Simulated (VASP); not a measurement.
# Fe (P6_3/mmc) in VASP: further runs

Fe is run at these levels: LDA; tasks: single point.

Program: VASP 6.6.1. These are calculated values, not measurements. Logs are shortened: lines on timing, memory, paths and dates and some standing lists are left out, and cuts for length are marked.

## 1. The cell of the first run

The structure is hexagonal, space group P6_3/mmc (No. 194). Conventional cell: a = 2.248 Å, b = 2.248 Å, c = 3.568 Å, α = 90.00°, β = 90.00°, γ = 120.00°. Within 2.9 Å of Fe (site symmetry -6m2) lie 12 Fe at 2.21 to 2.25 Å.

This isn't the form of Fe at room conditions, which is bcc.

## 2. Single point, LDA, collinear spin, ferromagnetic start

INCAR

```
SYSTEM = Fe
ALGO = Normal
EDIFF = 1E-7
ENCUT = 520
GGA = CA
ISIF = 2
ISMEAR = -1
ISPIN = 2
LASPH = .True.
LCHARG = .False.
LMAXMIX = 4
LORBIT = 11
LREAL = .False.
LWAVE = .False.
MAGMOM = 2.5 2.5
NBANDS = 19
NELM = 150
PREC = Accurate
SIGMA = 0.05
```

KPOINTS

```
k-points
0
Gamma
  19 19 11
  0 0 0
```

POSCAR

```
Fe
1.0
    2.2482157984      0.0000000000      0.0000000000
   -1.1241078992      1.9470119946      0.0000000000
    0.0000000000      0.0000000000      3.5684517467
Fe
2
Direct
    0.3333333333      0.6666666667      0.2500000000
    0.6666666667      0.3333333333      0.7500000000
```

Potentials or basis: VASP PAW LDA potentials, release 64 (Fe).

Started as:

```sh
$ cat potpaw_LDA.64/Fe/POTCAR > POTCAR
$ mpirun -np 1 vasp_std > vasp.out
```

OUTCAR:

```text
SYSTEM = Fe
   EDIFF = 1E-7
   ENCUT = 520
   GGA = CA
   ISIF = 2
   ISMEAR = -1
   ISPIN = 2
   LASPH = .True.
   LORBIT = 11
   LREAL = .False.
   NELM = 150
   PREC = Accurate

 ion  position               nearest neighbor table
   1  0.333  0.667  0.250-   2 2.21   2 2.21   2 2.21   2 2.21   2 2.21   2 2.21
   2  0.667  0.333  0.750-   1 2.21   1 2.21   1 2.21   1 2.21   1 2.21   1 2.21

  LATTYP: Found a hexagonal cell.
 ALAT       =     2.2482157984
 C/A-ratio  =     1.5872371990

  Lattice vectors:

 A1 = (   2.2482157984,   0.0000000000,   0.0000000000)
 A2 = (  -1.1241078992,   1.9470119946,   0.0000000000)
 A3 = (   0.0000000000,   0.0000000000,   3.5684517467)

Analysis of symmetry for initial positions (statically):
=====================================================================
 Subroutine PRICEL returns:
 Original cell was already a primitive cell.

 Routine SETGRP: Setting up the symmetry group for a
 hexagonal supercell.

 Subroutine GETGRP returns: Found 24 space group operations
 (whereof 12 operations were pure point group operations)
 out of a pool of 24 trial point group operations.

The static configuration has the point symmetry D_3d.
 The point group associated with its full space group is D_6h.

Analysis of symmetry for dynamics (positions and initial velocities):
=====================================================================
 Subroutine PRICEL returns:
 Original cell was already a primitive cell.

 Routine SETGRP: Setting up the symmetry group for a
 hexagonal supercell.

 Subroutine GETGRP returns: Found 24 space group operations
 (whereof 12 operations were pure point group operations)
 out of a pool of 24 trial point group operations.

The dynamic configuration has the point symmetry D_3d.
 The point group associated with its full space group is D_6h.

Analysis of structural, dynamic, and magnetic symmetry:
=====================================================================
 Subroutine PRICEL returns:
 Original cell was already a primitive cell.

 Routine SETGRP: Setting up the symmetry group for a
 hexagonal supercell.

 Subroutine GETGRP returns: Found 24 space group operations
 (whereof 12 operations were pure point group operations)
 out of a pool of 24 trial point group operations.

The overall configuration has the point symmetry D_3d.
 The point group associated with its full space group is D_6h.

 Subroutine INISYM returns: Found 24 space group operations
 (whereof 12 operations are pure point group operations),
 and found     1 'primitive' translations

----------------------------------------------------------------------------------------

                                     Primitive cell

  volume of cell :      15.6202

  direct lattice vectors                    reciprocal lattice vectors
     2.248215798  0.000000000  0.000000000     0.444797159  0.256803759  0.000000000
    -1.124107899  1.947011995  0.000000000     0.000000000  0.513607519  0.000000000
     0.000000000  0.000000000  3.568451747     0.000000000  0.000000000  0.280233578

  length of vectors
     2.248215798  2.248215798  3.568451747     0.513607519  0.513607519  0.280233578

  position of ions in fractional coordinates (direct lattice)
     0.333333333  0.666666667  0.250000000
     0.666666667  0.333333333  0.750000000

  ion indices of the primitive-cell ions
   primitive index   ion index
                 1           1
                 2           2

----------------------------------------------------------------------------------------

 KPOINTS: k-points

Automatic generation of k-mesh.
 Grid dimensions read from file:
 generate k-points for:   19   19   11

 Generating k-lattice:

  Cartesian coordinates                     Fractional coordinates (reciprocal lattice)
     0.023410377  0.013515987  0.000000000     0.052631579 -0.000000000  0.000000000
     0.000000000  0.027031975  0.000000000     0.000000000  0.052631579  0.000000000
     0.000000000  0.000000000  0.025475780     0.000000000  0.000000000  0.090909091

  Length of vectors
     0.027031975  0.027031975  0.025475780

  Shift w.r.t. Gamma in fractional coordinates (k-lattice)
     0.000000000  0.000000000  0.000000000

 Subroutine IBZKPT returns following result:
 ===========================================

 Found    240 irreducible k-points:

 Following reciprocal coordinates:
            Coordinates               Weight
  0.000000  0.000000  0.000000      1.000000
  0.052632  0.000000  0.000000      6.000000
  0.105263  0.000000  0.000000      6.000000
  0.157895 -0.000000  0.000000      6.000000
  0.210526  0.000000  0.000000      6.000000
  0.263158 -0.000000  0.000000      6.000000
[... 16 lines left out ...]
  0.263158  0.105263  0.000000     12.000000
  0.315789  0.105263  0.000000     12.000000
 [... further k-points ...]
   k-points           NKPTS =    240   k-points in BZ     NKDIM =    240   number of bands    NBANDS=     19
   number of dos      NEDOS =    301   number of ions     NIONS =      2
   total plane-waves  NPLWV =   9072
   dimension x,y,z NGX =    18 NGY =   18 NGZ =   28
   dimension x,y,z NGXF=    36 NGYF=   36 NGZF=   56
   ions per type =               2
   NGX,Y,Z   is equivalent  to a cutoff of  13.31, 13.31, 13.04 a.u.
   NGXF,Y,Z  is equivalent  to a cutoff of  26.62, 26.62, 26.09 a.u.
 SYSTEM =  Fe
   PREC   = accura    normal or accurate (medium, high low for compatibility)
   ISTART =      0    job   : 0-new  1-cont  2-samecut
   ICHARG =      2    charge: 1-file 2-atom 10-const
   ISPIN  =      2    spin polarized calculation?
   LNONCOLLINEAR =      F non collinear calculations
   LSORBIT =      F    spin-orbit coupling
   LASPH  =      T    aspherical Exc in radial PAW
   ENCUT  =  520.0 eV  38.22 Ry    6.18 a.u.   4.18  4.18  6.63*2*pi/ulx,y,z
   NELM   =    150;   NELMIN=  2; NELMDL= -5     # of ELM steps
   EDIFF  = 0.1E-06   stopping-criterion for ELM
   LREAL  =      F    real-space projection
   EDIFFG = 0.1E-05   stopping-criterion for IOM
   NSW    =      0    number of steps for IOM
   IBRION =     -1    ionic relax: 0-MD 1-quasi-New 2-CG
   NFREE  =      0    steps in history (QN), initial steepest desc. (CG)
   ISIF   =      2    stress and relaxation
   ISYM   =      2    0-nonsym 1-usesym 2-fastsym
   POTIM  = 0.5000    time-step for ionic-motion
   TEBEG  =    0.0;   TEEND  =   0.0 temperature during run
   PSTRESS=    0.0 pullay stress
   NELECT =      16.0000    total number of electrons
   NUPDOWN=      -1.0000    fix difference up-down
   EMIN   =  10.00;   EMAX   =-10.00  energy-range for DOS
   EFERMI =   0.00;   METHOD = LEGACY
   ISMEAR =    -1;   SIGMA  =   0.05  broadening in eV -4-tet -1-fermi 0-gaus
   EFERMI_NEDOS =   21; number of points for ismear=-14 and -15
   IALGO  =     38    algorithm
   IMIX   =      4    mixing-type and parameters
     AMIX     =   0.40;   BMIX     =  1.00
     AMIX_MAG =   1.60;   BMIX_MAG =  1.00
  volume/ion in A,a.u.               =       7.81        52.71
  Fermi-wavevector in a.u.,A,eV,Ry     =   1.650261  3.118541 37.053587  2.723362
  Thomas-Fermi vector in A             =   2.739241
   LORBIT       =     11    0 simple, 1 ext, 2 COOP (PROOUT), +10 PAW based schemes
   GGA     = CA    functional components
   LHFCALC =     F    Hartree Fock is set to
   AEXX    =    0.0000 exact exchange contribution
   IVDW    =     0    specifies the selected vdW correction
   LEPSILON=     F    determine dielectric tensor
   LRPA    =     F    only Hartree local field effects (RPA)
 spin polarized calculation
  energy-cutoff  :      520.00
  volume of cell :       15.62
 maximum number of plane-waves:       432
 NGX is ok and might be reduce to    18
   NGX =  9   NGY =  9   NGZ = 13

 number of electron      15.9999988 magnetization      -0.0010761

 number of electron      15.9999988 magnetization       0.0000166

 Free energy of the ion-electron system (eV)
  ---------------------------------------------------
  ext. energy  EPLUGINS =         0.00000000
  ---------------------------------------------------
  free energy    TOTEN  =       -17.84773150 eV

  energy without entropy =      -17.83491779  energy(sigma->0) =      -17.84132464

 E-fermi :  10.3097     XC(G=0): -15.6786

 val. band max:       10.3014650586   @ k =   0.2632   0.2632   0.2727
 cond. band min:      10.3145933520   @ k =   0.2632   0.2105   0.1818
 fundamental gap:      0.0131282934
 Fermi energy:        10.3096665730

 spin component 1

 k-point     1 :       0.0000    0.0000    0.0000
  band No.  band energies     occupation
      1      -0.0746      1.00000
      2       3.4984      1.00000
      3       7.8268      1.00000
      4       7.8268      1.00000
      5       7.9935      1.00000
      6       8.5306      1.00000
[... 11 lines left out ...]
     18      41.9929      0.00000
     19      42.5587      0.00000
[... 485 lines left out ...]
 k-point    24 :       0.3158    0.1053    0.0000
  band No.  band energies     occupation
      1       4.0958      1.00000
      2       4.5861      1.00000
      3       4.7664      1.00000
      4       6.5844      1.00000
      5       7.4313      1.00000
      6       8.3313      1.00000
[... 11 lines left out ...]
     18      35.8986      0.00000
     19      40.5448      0.00000

 [... further k-points ...]

 spin component 2

 k-point     1 :       0.0000    0.0000    0.0000
  band No.  band energies     occupation
      1      -0.0746      1.00000
      2       3.4984      1.00000
      3       7.8268      1.00000
      4       7.8268      1.00000
      5       7.9935      1.00000
      6       8.5306      1.00000
[... 11 lines left out ...]
     18      41.9929      0.00000
     19      42.5587      0.00000
[... 485 lines left out ...]
 k-point    24 :       0.3158    0.1053    0.0000
  band No.  band energies     occupation
      1       4.0958      1.00000
      2       4.5861      1.00000
      3       4.7664      1.00000
      4       6.5844      1.00000
      5       7.4313      1.00000
      6       8.3313      1.00000
[... 11 lines left out ...]
     18      35.8986      0.00000
     19      40.5448      0.00000

 [... further k-points ...]

------------------------ aborting loop because EDIFF is reached ----------------------------------------

  FORCE on cell =-STRESS in cart. coord.  units (eV):
  Direction    XX          YY          ZZ          XY          YZ          ZX
  --------------------------------------------------------------------------------------
  -------------------------------------------------------------------------------------
  Total       10.7514773     10.7514773     10.7079401      0.0000000      0.0000000      0.0000000
  in kB     1102.7886105   1102.7886105   1098.3229645      0.0000000      0.0000000      0.0000000
  external PRESSURE =    1101.3000618 kB  Pullay stress =       0.0000000 kB

 VOLUME and BASIS-vectors are now :
 -----------------------------------------------------------------------------
  energy-cutoff  :      520.00
  volume of cell :       15.62
      direct lattice vectors                 reciprocal lattice vectors
     2.248215798  0.000000000  0.000000000     0.444797159  0.256803759  0.000000000
    -1.124107899  1.947011995  0.000000000     0.000000000  0.513607519  0.000000000
     0.000000000  0.000000000  3.568451747     0.000000000  0.000000000  0.280233578

 POSITION                                       TOTAL-FORCE (eV/Angst)
 -----------------------------------------------------------------------------------
     -0.00000      1.29801      0.89211         0.000000      0.000000      0.000000
      1.12411      0.64900      2.67634        -0.000000     -0.000000      0.000000
 -----------------------------------------------------------------------------------
    total drift:                                0.000000     -0.000000     -0.000000

  FREE ENERGIE OF THE ION-ELECTRON SYSTEM (eV)
  ---------------------------------------------------
  free  energy   TOTEN  =       -17.8477314957 eV

  energy  without entropy=      -17.8349177940  energy(sigma->0) =      -17.84132464

 total charge

# of ion       s       p       d       tot
------------------------------------------
    1        0.692   0.952   6.730   8.373
    2        0.692   0.952   6.730   8.373
--------------------------------------------------
tot          1.384   1.904  13.459  16.747

 magnetization (x)

# of ion       s       p       d       tot
------------------------------------------
    1       -0.000  -0.000   0.000   0.000
    2       -0.000  -0.000   0.000   0.000
--------------------------------------------------
tot         -0.000  -0.000   0.000   0.000
```

Wall time 79 s (1 thread of Intel Xeon Platinum 8488C (Sapphire Rapids), shared host); peak memory 0.2 GiB.

What came out:

```
Free energy            : -17.8477 eV
Pressure               : 110.1 GPa
Band gap on the k mesh : zero (filled and empty bands overlap)
Net moment             : 0.00 μB per cell
```

Stress tensor (GPa, compression positive):
```
110.28   0.00   0.00
  0.00 110.28   0.00
  0.00   0.00 109.83
```

Caveat: the cell stands under pressure; the moments typed at the start vanished in this run.

## 3. Single point, LDA, collinear spin, ferromagnetic start

INCAR

```
SYSTEM = Fe
PREC     = Accurate       ! precision mode
ENCUT    = 520            ! plane-wave cutoff, eV
EDIFF    = 1E-6           ! SCF threshold, eV
ISMEAR   = -1             ! smearing method
SIGMA    = 0.05           ! smearing width, eV
LREAL    = .False.        ! projectors in reciprocal space
LASPH    = .True.         ! aspherical terms in the spheres
NELM     = 150            ! most SCF steps
ALGO     = Normal         ! electronic algorithm
ISIF     = 2              ! what is computed and relaxed
LWAVE    = .False.        ! write WAVECAR
LCHARG   = .False.        ! write CHGCAR
ISPIN    = 2              ! spin polarisation
MAGMOM   = 2.5 2.5        ! initial moments
LORBIT   = 11             ! projections on sites
LMAXMIX  = 4              ! l up to which the mixer works
GGA      = CA             ! functional
NBANDS   = 19             ! bands
```

KPOINTS

```
Automatic mesh
0
Gamma
  19 19 11
  0 0 0
```

POSCAR

```
Fe
1.0
    2.2480938101      0.0000000000      0.0000000000
   -1.1240469050      1.9469063496      0.0000000000
    0.0000000000      0.0000000000      3.5679390234
Fe
2
Direct
    0.3333333333      0.6666666667      0.2500000000
    0.6666666667      0.3333333333      0.7500000000
```

Potentials or basis: VASP PAW LDA potentials, release 64 (Fe).

Started as:

```sh
$ cat potpaw_LDA.64/Fe/POTCAR > POTCAR
$ mpirun -np 1 vasp_std > vasp.out
```

It took 74 s on 1 thread of Intel Xeon Platinum 8488C (Sapphire Rapids), shared host; peak memory 0.2 GiB.

It converged, with:

| Property | Result |
| --- | --- |
| Free energy | -17.8450 eV |
| Pressure | 110.4 GPa |
| Band gap on the k mesh | zero (filled and empty bands overlap) |
| Net moment | 0.00 μB per cell |

Stress tensor (GPa, compression positive):
```
110.50   0.00   0.00
  0.00 110.50   0.00
  0.00   0.00 110.14
```

Levels at points of the mesh, in eV from the Fermi level:
Spin up:
```tsv
k point	band 5	band 6	band 7	band 8	band 9	band 10	band 11	band 12
(0.00, 0.00, 0.00)	-2.32	-1.78	-1.78	-1.23	-1.23	0.84	1.05	1.05
```
Spin down:
| k point | band 4 | band 5 | band 6 | band 7 | band 8 | band 9 | band 10 | band 11 | band 12 | band 13 |
| --- | --- | --- | --- | --- | --- | --- | --- | --- | --- | --- |
| (0.00, 0.00, 0.00) | -2.48 | -2.32 | -1.78 | -1.78 | -1.23 | -1.23 | 0.84 | 1.05 | 1.05 | 11.89 |

Caveat: the cell stands under pressure; the moments typed at the start vanished in this run.
